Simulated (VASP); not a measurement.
# SnO in VASP: notebook

The runs below take SnO through electric field gradients, single point, with PBE.

Everything below comes from runs of VASP 6.6.1. Logs are shortened: lines on timing, memory, paths and dates and some standing lists are left out, and cuts for length are marked.

### Step 1. The cell of the first run

The structure is monoclinic, space group C2/m (No. 12). The conventional cell has a = 5.404 Å, b = 5.350 Å, c = 4.836 Å, α = 90.00°, β = 90.81°, γ = 90.00°. Within 2.9 Å of Sn (site symmetry m) lie 4 O at 2.21 to 2.23 Å. Within 2.9 Å of O (site symmetry 2) lie 4 Sn at 2.21 to 2.23 Å and 4 O at 2.67 to 2.70 Å.

### Step 2. Electric field gradients, PBE (equal xy, yz and zx shear strains of +1 %)

INCAR

```
  PREC = Accurate
  ENCUT = 520
  EDIFF = 1E-8
  ISMEAR = -1
  SIGMA = 0.01
  LREAL = False
  LASPH = True
  NELM = 80
  ALGO = Normal
  ISIF = 2
  LWAVE = False
  LCHARG = False
  GGA = PE
  LEFG = True
  NBANDS = 28
```

KPOINTS

```
Automatic mesh
0
Gamma
  8 8 6
```

POSCAR

```
SnO
1.0
    3.8020000000      0.0190100000      0.0190100000
    0.0190100000      3.8020000000      0.0190100000
    0.0241800000      0.0241800000      4.8360000000
Sn O
2 2
Direct
    0.0000000000      0.5000000000      0.2385000000
    0.5000000000      0.0000000000      0.7615000000
    0.0000000000      0.0000000000      0.0000000000
    0.5000000000      0.5000000000      0.0000000000
```

Potentials or basis: VASP PAW PBE potentials, release 64 (Sn_d, O).

Run with:

```console
$ cat potpaw_PBE.64/Sn_d/POTCAR potpaw_PBE.64/O/POTCAR > POTCAR
$ mpirun -np 1 vasp_std > vasp.out
```

OUTCAR:

```text
PREC = Accurate
   ENCUT = 520
   EDIFF = 1E-8
   ISMEAR = -1
   LREAL = False
   LASPH = True
   NELM = 80
   ISIF = 2
   GGA = PE

 ion  position               nearest neighbor table
   1  0.000  0.500  0.239-   3 2.21   4 2.21   3 2.23   4 2.23   2 3.53   2 3.53   2 3.53   2 3.58
                             2 3.67   2 3.68   2 3.68   2 3.73
   2  0.500  0.000  0.761-   4 2.21   3 2.21   3 2.23   4 2.23   1 3.53   1 3.53   1 3.53   1 3.58
                             1 3.67   1 3.68   1 3.68   1 3.73
   3  0.000  0.000  0.000-   2 2.21   1 2.21   1 2.23   2 2.23
   4  0.500  0.500  0.000-   2 2.21   1 2.21   2 2.23   1 2.23

  LATTYP: Found a base centered monoclinic cell.
 ALAT       =     5.4038579145
 B/A-ratio  =     0.9900252466
 C/A-ratio  =     0.8949385744
 COS(beta)  =    -0.0141062544

  Lattice vectors:

 A1 = (  -3.8020000000,  -0.0190100000,  -0.0190100000)
 A2 = (  -0.0190100000,  -3.8020000000,  -0.0190100000)
 A3 = (   0.0241800000,   0.0241800000,   4.8360000000)

Analysis of symmetry for initial positions (statically):
=====================================================================
 Subroutine PRICEL returns:
 Original cell was already a primitive cell.

 Routine SETGRP: Setting up the symmetry group for a
 base centered monoclinic supercell.

 Subroutine GETGRP returns: Found  4 space group operations
 (whereof  2 operations were pure point group operations)
 out of a pool of  4 trial point group operations.

The static configuration has the point symmetry C_2 .
 The point group associated with its full space group is C_2h.

Analysis of symmetry for dynamics (positions and initial velocities):
=====================================================================
 Subroutine PRICEL returns:
 Original cell was already a primitive cell.

 Routine SETGRP: Setting up the symmetry group for a
 base centered monoclinic supercell.

 Subroutine GETGRP returns: Found  4 space group operations
 (whereof  2 operations were pure point group operations)
 out of a pool of  4 trial point group operations.

The dynamic configuration has the point symmetry C_2 .
 The point group associated with its full space group is C_2h.

 Subroutine INISYM returns: Found  4 space group operations
 (whereof  2 operations are pure point group operations),
 and found     1 'primitive' translations

----------------------------------------------------------------------------------------

                                     Primitive cell

  volume of cell :      69.9001

  direct lattice vectors                    reciprocal lattice vectors
     3.802000000  0.019010000  0.019010000     0.263032550 -0.001308620 -0.001308620
     0.019010000  3.802000000  0.019010000    -0.001308620  0.263032550 -0.001308620
     0.024180000  0.024180000  4.836000000    -0.001028820 -0.001028820  0.206792753

  length of vectors
     3.802095049  3.802095049  4.836120898     0.263039060  0.263039060  0.206797871

  position of ions in fractional coordinates (direct lattice)
     1.000000000  0.500000000  0.238500000
     0.500000000  1.000000000  0.761500000
     0.000000000  0.000000000  0.000000000
     0.500000000  0.500000000  1.000000000

  ion indices of the primitive-cell ions
   primitive index   ion index
                 1           1
                 2           2
                 3           3
                 4           4

----------------------------------------------------------------------------------------

 KPOINTS: Automatic mesh

Automatic generation of k-mesh.
 Grid dimensions read from file:
 generate k-points for:    8    8    6

 Generating k-lattice:

  Cartesian coordinates                     Fractional coordinates (reciprocal lattice)
[... 45 lines left out ...]
   dimension x,y,z NGX =    28 NGY =   28 NGZ =   36
   dimension x,y,z NGXF=    56 NGYF=   56 NGZF=   72
   ions per type =               2   2
   NGX,Y,Z   is equivalent  to a cutoff of  12.24, 12.24, 12.38 a.u.
   NGXF,Y,Z  is equivalent  to a cutoff of  24.49, 24.49, 24.75 a.u.
 SYSTEM =  unknown system
   PREC   = accura    normal or accurate (medium, high low for compatibility)
   ISTART =      0    job   : 0-new  1-cont  2-samecut
   ICHARG =      2    charge: 1-file 2-atom 10-const
   ISPIN  =      1    spin polarized calculation?
   LNONCOLLINEAR =      F non collinear calculations
   LSORBIT =      F    spin-orbit coupling
   LASPH  =      T    aspherical Exc in radial PAW
   ENCUT  =  520.0 eV  38.22 Ry    6.18 a.u.   7.07  7.07  8.99*2*pi/ulx,y,z
   NELM   =     80;   NELMIN=  2; NELMDL= -5     # of ELM steps
   EDIFF  = 0.1E-07   stopping-criterion for ELM
   LREAL  =      F    real-space projection
   EDIFFG = 0.1E-06   stopping-criterion for IOM
   NSW    =      0    number of steps for IOM
   IBRION =     -1    ionic relax: 0-MD 1-quasi-New 2-CG
   NFREE  =      0    steps in history (QN), initial steepest desc. (CG)
   ISIF   =      2    stress and relaxation
   ISYM   =      2    0-nonsym 1-usesym 2-fastsym
   POTIM  = 0.5000    time-step for ionic-motion
   TEBEG  =    0.0;   TEEND  =   0.0 temperature during run
   PSTRESS=    0.0 pullay stress
   NELECT =      40.0000    total number of electrons
   NUPDOWN=      -1.0000    fix difference up-down
   EMIN   =  10.00;   EMAX   =-10.00  energy-range for DOS
   EFERMI =   0.00;   METHOD = LEGACY
   ISMEAR =    -1;   SIGMA  =   0.01  broadening in eV -4-tet -1-fermi 0-gaus
   EFERMI_NEDOS =   21; number of points for ismear=-14 and -15
   IALGO  =     38    algorithm
   IMIX   =      4    mixing-type and parameters
     AMIX     =   0.40;   BMIX     =  1.00
     AMIX_MAG =   1.60;   BMIX_MAG =  1.00
  volume/ion in A,a.u.               =      17.48       117.93
  Fermi-wavevector in a.u.,A,eV,Ry     =   1.359154  2.568429 25.134053  1.847301
  Thomas-Fermi vector in A             =   2.485927
   LORBIT       =      0    0 simple, 1 ext, 2 COOP (PROOUT), +10 PAW based schemes
   GGA     = PE    functional components
   LHFCALC =     F    Hartree Fock is set to
   AEXX    =    0.0000 exact exchange contribution
   IVDW    =     0    specifies the selected vdW correction
   LEPSILON=     F    determine dielectric tensor
   LRPA    =     F    only Hartree local field effects (RPA)
 non-spin polarized calculation
  energy-cutoff  :      520.00
  volume of cell :       69.90
 maximum number of plane-waves:      1898
   NGX = 15   NGY = 15   NGZ = 17

 number of electron      39.9999993 magnetization

 Free energy of the ion-electron system (eV)
  ---------------------------------------------------
  ext. energy  EPLUGINS =         0.00000000
  ---------------------------------------------------
  free energy    TOTEN  =       -22.66515082 eV

  energy without entropy =      -22.66504176  energy(sigma->0) =      -22.66509629

 E-fermi :   7.2506     XC(G=0): -10.2685

 val. band max:        7.2382520324   @ k =   0.0000   0.0000   0.0000
 cond. band min:       7.2580596326   @ k =   0.5000   0.5000  -0.0000
 fundamental gap:      0.0198076002
 Fermi energy:         7.2505983625

 k-point     1 :       0.0000    0.0000    0.0000
  band No.  band energies     occupation
      1     -14.8262      2.00000
      2     -14.3893      2.00000
      3     -14.3824      2.00000
      4     -14.3816      2.00000
      5     -14.3404      2.00000
      6     -14.3314      2.00000
[... 733 lines left out ...]
     27      14.7334      0.00000
     28      17.4926      0.00000

 [... further k-points ...]

------------------------ aborting loop because EDIFF is reached ----------------------------------------

  FORCE on cell =-STRESS in cart. coord.  units (eV):
  Direction    XX          YY          ZZ          XY          YZ          ZX
  --------------------------------------------------------------------------------------
  -------------------------------------------------------------------------------------
  Total        2.1282540      2.1282540      1.5981220     -0.3590200     -0.2430115     -0.2430107
  in kB       48.7815930     48.7815930     36.6304668     -8.2290788     -5.5700540     -5.5700354
  external PRESSURE =      44.7312176 kB  Pullay stress =       0.0000000 kB

 VOLUME and BASIS-vectors are now :
 -----------------------------------------------------------------------------
  energy-cutoff  :      520.00
  volume of cell :       69.90
      direct lattice vectors                 reciprocal lattice vectors
     3.802000000  0.019010000  0.019010000     0.263032550 -0.001308620 -0.001308620
     0.019010000  3.802000000  0.019010000    -0.001308620  0.263032550 -0.001308620
     0.024180000  0.024180000  4.836000000    -0.001028820 -0.001028820  0.206792753

 POSITION                                       TOTAL-FORCE (eV/Angst)
 -----------------------------------------------------------------------------------
      0.01527      1.90677      1.16289        -0.062994     -0.062994      0.437441
      1.91941      0.02792      3.69212         0.062994      0.062994     -0.437441
      0.00000      0.00000      0.00000        -0.042367      0.042367     -0.000000
      1.91051      1.91051      0.01901         0.042367     -0.042367      0.000000
 -----------------------------------------------------------------------------------
    total drift:                                0.000000      0.000000      0.000000

  FREE ENERGIE OF THE ION-ELECTRON SYSTEM (eV)
  ---------------------------------------------------
  free  energy   TOTEN  =       -22.6651508226 eV

  energy  without entropy=      -22.6650417564  energy(sigma->0) =      -22.66509629

 Electric field gradients (V/A^2)
---------------------------------------------------------------------
 ion       V_xx      V_yy      V_zz      V_xy      V_xz      V_yz
---------------------------------------------------------------------
   1      83.093    83.093  -166.186    -1.272     9.299     9.299
   2      83.093    83.093  -166.186    -1.272     9.299     9.299
   3      -1.041    -1.041     2.082     3.185    -0.226    -0.226
   4      -1.041    -1.041     2.082     3.185    -0.226    -0.226
---------------------------------------------------------------------

 Electric field gradients after diagonalization (V/A^2)
 (convention: |V_zz| > |V_xx| > |V_yy|)
----------------------------------------------------------------------
 ion       V_xx      V_yy      V_zz     asymmetry (V_yy - V_xx)/ V_zz
----------------------------------------------------------------------
   1      84.365    82.517  -166.882       0.011
   2      84.365    82.517  -166.882       0.011
   3       2.435     1.792    -4.226       0.152
   4       2.435     1.792    -4.226       0.152
----------------------------------------------------------------------

           NMR quadrupolar parameters

 Cq : quadrupolar parameter    Cq=e*Q*V_zz/h
 eta: asymmetry parameters     (V_yy - V_xx)/ V_zz
 Q  : nuclear electric quadrupole moment in mb (millibarn)
----------------------------------------------------------------------
 ion       Cq(MHz)       eta       Q (mb)
----------------------------------------------------------------------
   1      -0.404       0.011       1.000
   2      -0.404       0.011       1.000
   3      -0.010       0.152       1.000
   4      -0.010       0.152       1.000
----------------------------------------------------------------------
```

It took 2.4 min on 1 thread of Intel Xeon Platinum 8488C (Sapphire Rapids), shared host; peak memory 0.3 GiB.

What came out:

```yaml
Free_energy: -22.6652 eV
Pressure: 4.5 GPa
Largest_force: 0.446 eV/Å
Band_gap_on_the_k_mesh: 0.02 eV (least direct gap 1.92 eV)
Largest_electric_field_gradient_by_atom: Sn -166.9; O -4.2 V/Å²
```

Forces in eV/Å, atoms in the order of the input:
```
Sn  -0.063 -0.063  0.437
Sn   0.063  0.063 -0.437
O   -0.042  0.042  0.000
O    0.042 -0.042  0.000
```

Stress tensor (GPa, compression positive):
```
 4.88 -0.82 -0.56
-0.82  4.88 -0.56
-0.56 -0.56  3.66
```

Electric field gradients, principal values (V/Å²):
```
atom   least  middle  greatest (by size)
1 Sn  82.517  84.365            -166.882
2 Sn  82.517  84.365            -166.882
 3 O   1.792   2.435              -4.226
 4 O   1.792   2.435              -4.226
```

Caveat: the cell differs from its parent crystal (equal xy, yz and zx shear strains of +1 %); the cell stands under pressure; without QUAD_EFG the Cq values of the log hold for a quadrupole moment of 1 mb, not for the nuclei; spin-orbit coupling is left out, which moves the levels of the heavy elements.

### Step 3. Electric field gradients, PBE

INCAR

```
PREC = Accurate
ENCUT = 520
EDIFF = 1E-8
ISMEAR = -1
SIGMA = 0.01
LREAL = False
LASPH = True
NELM = 100
ALGO = Normal
ISIF = 2
LWAVE = False
LCHARG = False
GGA = PE
LEFG = True
NBANDS = 28
```

KPOINTS

```
regular mesh
0
Gamma
  8 8 6
```

POSCAR

```
SnO
1.0
    3.8020000000      0.0000000000      0.0000000000
    0.0000000000      3.8020000000      0.0000000000
    0.0000000000      0.0000000000      4.8360000000
Sn O
2 2
Direct
    0.0000000000      0.5000000000      0.2385000000
    0.5000000000      0.0000000000      0.7615000000
    0.0000000000      0.0000000000      0.0000000000
    0.5000000000      0.5000000000      0.0000000000
```

Potentials or basis: VASP PAW PBE potentials, release 64 (Sn_d, O).

Run with:

```console
$ cat potpaw_PBE.64/Sn_d/POTCAR potpaw_PBE.64/O/POTCAR > POTCAR
$ mpirun -np 1 vasp_std > vasp.out
```

OUTCAR:

```text
PREC = Accurate
   ENCUT = 520
   EDIFF = 1E-8
   ISMEAR = -1
   LREAL = False
   LASPH = True
   NELM = 100
   ISIF = 2
   GGA = PE

 ion  position               nearest neighbor table
   1  0.000  0.500  0.239-   3 2.22   4 2.22   3 2.22   4 2.22   2 3.54   2 3.54   2 3.54   2 3.54
                             2 3.69   2 3.69   2 3.69   2 3.69
   2  0.500  0.000  0.761-   3 2.22   4 2.22   4 2.22   3 2.22   1 3.54   1 3.54   1 3.54   1 3.54
                             1 3.69   1 3.69   1 3.69   1 3.69
   3  0.000  0.000  0.000-   1 2.22   2 2.22   1 2.22   2 2.22
   4  0.500  0.500  0.000-   1 2.22   2 2.22   2 2.22   1 2.22

  LATTYP: Found a simple tetragonal cell.
 ALAT       =     3.8020000000
 C/A-ratio  =     1.2719621252

[... 975 lines left out ...]
---------------------------------------------------------------------
   1      83.180    83.180  -166.360     0.000    -0.000    -0.000
   2      83.180    83.180  -166.360    -0.000     0.000     0.000
   3      -1.043    -1.043     2.086    -0.000    -0.000     0.000
   4      -1.043    -1.043     2.086     0.000    -0.000    -0.000
---------------------------------------------------------------------

 Electric field gradients after diagonalization (V/A^2)
 (convention: |V_zz| > |V_xx| > |V_yy|)
----------------------------------------------------------------------
 ion       V_xx      V_yy      V_zz     asymmetry (V_yy - V_xx)/ V_zz
----------------------------------------------------------------------
   1      83.180    83.180  -166.360       0.000
   2      83.180    83.180  -166.360       0.000
   3      -1.043    -1.043     2.086       0.000
   4      -1.043    -1.043     2.086       0.000
----------------------------------------------------------------------

           NMR quadrupolar parameters

 Cq : quadrupolar parameter    Cq=e*Q*V_zz/h
 eta: asymmetry parameters     (V_yy - V_xx)/ V_zz
 Q  : nuclear electric quadrupole moment in mb (millibarn)
----------------------------------------------------------------------
 ion       Cq(MHz)       eta       Q (mb)
----------------------------------------------------------------------
   1      -0.402       0.000       1.000
   2      -0.402       0.000       1.000
   3       0.005       0.000       1.000
   4       0.005       0.000       1.000
----------------------------------------------------------------------
```

stdout:

```text
POSCAR found type information on POSCAR SnO
 POSCAR found :  2 types and       4 ions
 scaLAPACK will be used
 LDA part: xc-table for (Slater+PW92), standard interpolation
 POSCAR, INCAR and KPOINTS ok, starting setup
 FFT: planning ... GRIDC
 FFT: planning ... GRID_SOFT
 FFT: planning ... GRID
 WAVECAR not read
 entering main loop
ion   1

ion   2

ion   3

ion   4
```

Wall time 45 s (1 thread of Intel Xeon 6975P-C (Granite Rapids), shared host); peak memory 0.23 GiB.

Results:

```yaml
Free_energy: -22.6695 eV
Pressure: 4.4 GPa
Largest_force: 0.433 eV/Å
Band_gap_on_the_k_mesh: 0.03 eV (least direct gap 1.95 eV)
Largest_electric_field_gradient_by_atom: Sn -166.4; O +2.1 V/Å²
```

Forces on the atoms (eV/Å):
```
Sn   0.000  0.000  0.433
Sn   0.000  0.000 -0.433
O    0.000  0.000  0.000
O    0.000  0.000  0.000
```

Levels at points of the mesh, in eV from the valence-band top:
```
           k point  band 18  band 19  band 20  band 21  band 22  band 23
(0.00, 0.00, 0.00)    -3.22    -3.22     0.00     2.10     4.37     4.64
(0.50, 0.00, 0.00)    -4.90    -2.76    -2.76     3.17     3.17     5.89
(0.50, 0.50, 0.00)    -2.56    -1.93    -1.93     0.03     0.03     4.44
(0.00, 0.00, 0.50)    -3.23    -3.13    -2.28     1.69     2.92     2.92
(0.50, 0.00, 0.50)    -4.86    -1.79    -1.79     2.56     2.56     5.40
(0.50, 0.50, 0.50)    -2.72    -2.56    -2.56     2.30     2.30     4.03
```

Electric field gradients, principal values (V/Å²):
| atom | least | middle | greatest (by size) |
| --- | --- | --- | --- |
| 1 Sn | 83.180 | 83.180 | -166.360 |
| 2 Sn | 83.180 | 83.180 | -166.360 |
| 3 O | -1.043 | -1.043 | 2.086 |
| 4 O | -1.043 | -1.043 | 2.086 |

Caveat: the cell stands under pressure; without QUAD_EFG the Cq values of the log hold for a quadrupole moment of 1 mb, not for the nuclei; spin-orbit coupling is left out, which moves the levels of the heavy elements.

[end of part 1 of 2]
